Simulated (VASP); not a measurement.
# Si6Cl in VASP: a series of runs, part 2 of 2

VASP 6.6.1.

### 3 Single point, PBE, collinear spin

The input, INCAR:

```
ALGO     = Normal         # electronic algorithm
DIPOL    = 0.5 0.5 0.336
EDIFF    = 1E-6           # SCF threshold, eV
ENCUT    = 520            # plane-wave cutoff, eV
GGA      = PE             # functional
IDIPOL   = 3            
ISIF     = 2              # what is computed and relaxed
ISMEAR   = 0              # smearing method
ISPIN    = 2              # spin polarisation
LASPH    = T              # aspherical terms in the spheres
LCHARG   = F              # write CHGCAR
LDIPOL   = T            
LORBIT   = 11             # projections on sites
LREAL    = F              # projectors in reciprocal space
LWAVE    = F              # write WAVECAR
MAGMOM   = 0 0 0 0 0 0 1  # initial moments
NBANDS   = 28             # bands
NELM     = 150            # most SCF steps
PREC     = Accurate       # precision mode
SIGMA    = 0.05           # smearing width, eV
```

The input, KPOINTS:

```
k-points
0
Gamma
  7 5 1
```

The input, POSCAR:

```
Si6Cl
1.0
    3.8675355695      0.0000000000      0.0000000000
    0.0000000000      5.4695212554      0.0000000000
    0.0000000000      0.0000000000     19.2238421361
Si Cl
6 1
Direct
    0.5000000000      0.0000000000      0.2080749505
    0.0000000000      0.2500000000      0.2080749505
    0.0000000000      0.5024402202      0.3062860998
    0.5000000000      0.7475597798      0.3062860998
    0.5000000000      0.0098635024      0.4017845174
    0.0000000000      0.2401364976      0.4017845174
    0.5000000000      0.1765301691      0.5168110486
```

Potentials or basis: VASP PAW PBE potentials, release 64 (Si, Cl).

The run is started by

```
> cat potpaw_PBE.64/Si/POTCAR potpaw_PBE.64/Cl/POTCAR > POTCAR
> mpirun -np 1 vasp_std > vasp.out
```

OUTCAR:

```text
EDIFF = 1E-6
   ENCUT = 520
   GGA = PE
   ISIF = 2
   ISMEAR = 0
   ISPIN = 2
   LASPH = T
   LORBIT = 11
   LREAL = F
   NELM = 150
   PREC = Accurate

 ion  position               nearest neighbor table
   1  0.500  0.000  0.208-   4 2.34   2 2.37   2 2.37
   2  0.000  0.250  0.208-   3 2.34   1 2.37   1 2.37
   3  0.000  0.502  0.306-   6 2.33   2 2.34   4 2.35   4 2.35
   4  0.500  0.748  0.306-   5 2.33   1 2.34   3 2.35   3 2.35
   5  0.500  0.010  0.402-   6 2.31   6 2.31   4 2.33   7 2.39
   6  0.000  0.240  0.402-   5 2.31   5 2.31   3 2.33
   7  0.500  0.177  0.517-   5 2.39

  LATTYP: Found a simple orthorhombic cell.
 ALAT       =     3.8675355695
 B/A-ratio  =     1.4142135624
 C/A-ratio  =     4.9705663440

  Lattice vectors:

 A1 = (   3.8675355695,   0.0000000000,   0.0000000000)
 A2 = (   0.0000000000,   5.4695212554,   0.0000000000)
 A3 = (   0.0000000000,   0.0000000000,  19.2238421361)

Analysis of symmetry for initial positions (statically):
=====================================================================
 Subroutine PRICEL returns:
 Original cell was already a primitive cell.

 Routine SETGRP: Setting up the symmetry group for a
 simple orthorhombic supercell.

 Subroutine GETGRP returns: Found  2 space group operations
 (whereof  2 operations were pure point group operations)
 out of a pool of  8 trial point group operations.

The static configuration has the point symmetry C_1h.

Analysis of symmetry for dynamics (positions and initial velocities):
=====================================================================
 Subroutine PRICEL returns:
 Original cell was already a primitive cell.

 Routine SETGRP: Setting up the symmetry group for a
 simple orthorhombic supercell.
[... 183 lines left out ...]
      2     -12.8460      1.00000
      3     -11.1096      1.00000
      4      -9.6675      1.00000
      5      -8.6719      1.00000
      6      -6.3389      1.00000
[... 349 lines left out ...]
     26       4.4100      0.00000
     27       4.7441      0.00000
 Fermi energy:        -1.5716164787

 spin component 2

 k-point     1 :       0.0000    0.0000    0.0000
  band No.  band energies     occupation
      1     -16.6759      1.00000
      2     -12.8461      1.00000
      3     -11.1097      1.00000
      4      -9.6676      1.00000
      5      -8.6720      1.00000
      6      -6.3390      1.00000
[... 349 lines left out ...]
     26       4.4098      0.00000
     27       4.7435      0.00000
 [bands above 27 left out]

------------------------ aborting loop because EDIFF is reached ----------------------------------------

 vacuum level on the upper side and lower side of the slab       (xc-potential included)         0.592        -0.555

  FORCE on cell =-STRESS in cart. coord.  units (eV):
  Direction    XX          YY          ZZ          XY          YZ          ZX
  --------------------------------------------------------------------------------------
  -------------------------------------------------------------------------------------
  Total        1.2876206      1.0015579     -0.6732850      0.0000000     -0.4302669      0.0000000
  in kB        5.0731147      3.9460520     -2.6526853      0.0000000     -1.6952145      0.0000000
  external PRESSURE =       2.1221604 kB  Pullay stress =       0.0000000 kB

 VOLUME and BASIS-vectors are now :
 -----------------------------------------------------------------------------
  energy-cutoff  :      520.00
  volume of cell :      406.65
      direct lattice vectors                 reciprocal lattice vectors
     3.867535570  0.000000000  0.000000000     0.258562586  0.000000000  0.000000000
     0.000000000  5.469521255  0.000000000     0.000000000  0.182831358  0.000000000
     0.000000000  0.000000000 19.223842136     0.000000000  0.000000000  0.052018738

 POSITION                                       TOTAL-FORCE (eV/Angst)
 -----------------------------------------------------------------------------------
      1.93377      0.00000      4.00000         0.000000      0.299082      0.092609
      0.00000      1.36738      4.00000         0.000000     -0.373436      0.290822
      0.00000      2.74811      5.88800         0.000000      0.220272     -0.161695
      1.93377      4.08879      5.88800         0.000000     -0.417346     -0.271119
      1.93377      0.05395      7.72384         0.000000      0.875539      0.675288
      0.00000      1.31343      7.72384         0.000000     -0.120414     -0.616191
      1.93377      0.96554      9.93509         0.000000     -0.483697     -0.009714
 -----------------------------------------------------------------------------------
    total drift:                                0.000000     -0.000111     -0.000402

  FREE ENERGIE OF THE ION-ELECTRON SYSTEM (eV)
  ---------------------------------------------------
  free  energy   TOTEN  =       -31.2575566581 eV

  energy  without entropy=      -31.2532931329  energy(sigma->0) =      -31.25542490

 vacuum level on the upper side and lower side of the slab         4.307         3.128

 total charge

# of ion       s       p       d       tot
------------------------------------------
    1        0.809   0.825   0.000   1.634
    2        0.812   0.817   0.000   1.629
    3        0.778   0.903   0.000   1.681
    4        0.783   0.901   0.000   1.683
    5        0.793   0.827   0.000   1.620
    6        0.822   0.818   0.000   1.640
    7        1.613   3.442   0.000   5.055
--------------------------------------------------
tot          6.409   8.533   0.000  14.943

 magnetization (x)

# of ion       s       p       d       tot
------------------------------------------
    1       -0.000  -0.000   0.000  -0.000
    2       -0.000  -0.000   0.000  -0.000
    3       -0.000  -0.000   0.000  -0.000
    4       -0.000  -0.000   0.000  -0.000
    5       -0.000  -0.000   0.000  -0.000
    6        0.000   0.000   0.000   0.000
    7        0.000   0.000   0.000   0.000
--------------------------------------------------
tot         -0.000  -0.000   0.000  -0.000
```

OSZICAR:

```text
N       E                     dE             d eps       ncg     rms          rms(c)
DAV:   1     0.157077465418E+03    0.15708E+03   -0.97362E+03  1344   0.800E+02
DAV:   2    -0.117190348936E+02   -0.16880E+03   -0.15921E+03  2036   0.147E+02
DAV:   3    -0.313699072943E+02   -0.19651E+02   -0.19024E+02  1636   0.477E+01
DAV:   4    -0.319979087625E+02   -0.62800E+00   -0.62604E+00  1796   0.109E+01
[... 20 lines left out ...]
DAV:  25    -0.312575341931E+02   -0.10728E-03   -0.72585E-06  1500   0.621E-03    0.149E-03
DAV:  26    -0.312575496203E+02   -0.15427E-04   -0.19145E-06  1528   0.396E-03    0.126E-03
DAV:  27    -0.312575525630E+02   -0.29427E-05   -0.30174E-07  1412   0.261E-03    0.811E-04
DAV:  28    -0.312575560189E+02   -0.34560E-05   -0.85218E-07  1440   0.276E-03    0.579E-04
DAV:  29    -0.312575566581E+02   -0.63921E-06   -0.12862E-07  1272   0.178E-03
   1 F= -.31257557E+02 E0= -.31255425E+02  d E =-.426353E-02  mag=    -0.0007
```

stdout:

```text
POSCAR found type information on POSCAR SiCl
 POSCAR found :  2 types and       7 ions
 scaLAPACK will be used
 LDA part: xc-table for (Slater+PW92), standard interpolation
 POSCAR, INCAR and KPOINTS ok, starting setup
 FFT: planning ... GRIDC
 FFT: planning ... GRID_SOFT
 FFT: planning ... GRID
 WAVECAR not read
 entering main loop
```

Wall time 5.2 min (1 thread of AMD EPYC 9R45 (Zen 5), shared host); peak memory 0.65 GiB.

Results:

| Property | Result |
| --- | --- |
| Free energy | -31.2576 eV |
| Largest force | 1.106 eV/Å |
| Net moment | 0.00 μB per cell |
| Valence electrons inside the program's atomic spheres | Si 1.63, 1.68, 1.62, 1.64 (each value once); Cl 5.05 |

Forces on the atoms (eV/Å):
```
Si   0.000  0.299  0.093
Si   0.000 -0.373  0.291
Si   0.000  0.220 -0.162
Si   0.000 -0.417 -0.271
Si   0.000  0.876  0.675
Si   0.000 -0.120 -0.616
Cl   0.000 -0.484 -0.010
```
